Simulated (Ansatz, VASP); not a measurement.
**Mg in VASP and in Ansatz**

The input INCAR:

```
SYSTEM = Mg
  PREC = Accurate
  ENCUT = 520
  EDIFF = 1E-6
  ISMEAR = 0
  SIGMA = 0.1
  LREAL = .False.
  LASPH = .True.
  NELM = 80
  ALGO = Normal
  ISIF = 2
  LWAVE = .False.
  LCHARG = .False.
  GGA = PE
  NBANDS = 9
```

The input KPOINTS:

```
regular mesh
0
Gamma
  11 11 6
  0 0 0
```

POSCAR

```
Mg
1.0
    3.1953117277      0.0000000000      0.0000000000
   -1.5976558638      2.7672211292      0.0000000000
    0.0000000000      0.0000000000      5.1879445283
Mg
2
Direct
    0.3333333333      0.6666666667      0.2500000000
    0.6666666667      0.3333333333      0.7500000000
```

Input for Ansatz:

```yaml
crystal:
  lattice:
    - [3.1953117277, 0.0, 0.0]
    - [-1.5976558638, 2.7672211292, 0.0]
    - [0.0, 0.0, 5.1879445283]
  atoms:
    - { symbol: Mg, position: [0.3333333333, 0.6666666667, 0.25] }
    - { symbol: Mg, position: [0.6666666667, 0.3333333333, 0.75] }
hamiltonian:
  xc: pbe
  pseudopotentials:
    kind: paw
    azcp:
      Mg: "pseudopotentials/Mg.paw.azcp"
basis:
  ecutwfc: 420
  fft_grid_basis: typed
kpoints:
  mp_grid: { grid: [11, 11, 6], shift: [0, 0, 0] }
magnetization:
  spin_polarized: false
scf:
  occupations: { method: gaussian, width: 0.1 }
  lower_state_search: "off"
output:
  stress: true
  write_density: true
  write_potential: true
  elf: true
  volumetric_format: npy
```

Alike in both runs: task single point; functional PBE; k mesh 11 × 11 × 6; occupations gaussian, width 0.1 eV; no spin polarisation.

|  | VASP | Ansatz |
| --- | --- | --- |
| version | VASP 6.6.1 | Ansatz 0.2.0 |
| potentials or method | VASP PAW PBE potentials, release 64 (Mg), cutoff 520 eV | plane waves (420 eV) with PAW, scalar-relativistic |
| valence electrons in the cell | 4 | 20 |

```tsv
	VASP	Ansatz	Ansatz less VASP
pressure (GPa)	-0.2	0.0	+0.13
```

VASP's potentials hold 4 valence electrons a cell and Ansatz's 20, so a difference there can come from the potentials and not from the codes.
